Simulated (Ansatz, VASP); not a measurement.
# Be: VASP beside Ansatz

```
CELL_PARAMETERS angstrom
-1.15303 1.79986 3.08194
1.15303 -1.79986 3.08194
1.15303 1.79986 -3.08194
ATOMIC_POSITIONS crystal
Be 0.19483 0.19483 0.00000
Be 0.80517 0.80517 0.00000
Be 0.50000 0.00000 0.50000
```

Alike in both runs: functional PBE; k mesh 24 × 24 × 24; occupations gaussian, width 0.1 eV; no spin polarisation.

Ansatz relaxed the structure, and its values are those at the end. VASP's run is a single point on that final structure, the one shown.

|  | VASP | Ansatz |
| --- | --- | --- |
| version | VASP 6.6.1 | Ansatz 0.2.0 |
| potentials or method | VASP PAW PBE potentials, release 64 (Be), cutoff 520 eV | scalar-relativistic, plane waves, PAW |
| valence electrons in the cell | 6 | 6 |

```tsv
	VASP	Ansatz	Ansatz less VASP
gap on the k mesh at the Fermi level (eV)	none	none	-
pressure (GPa)	0.1	0.0	-0.14
```

A gap of «none» marks a metal or a gap that the smearing closes.
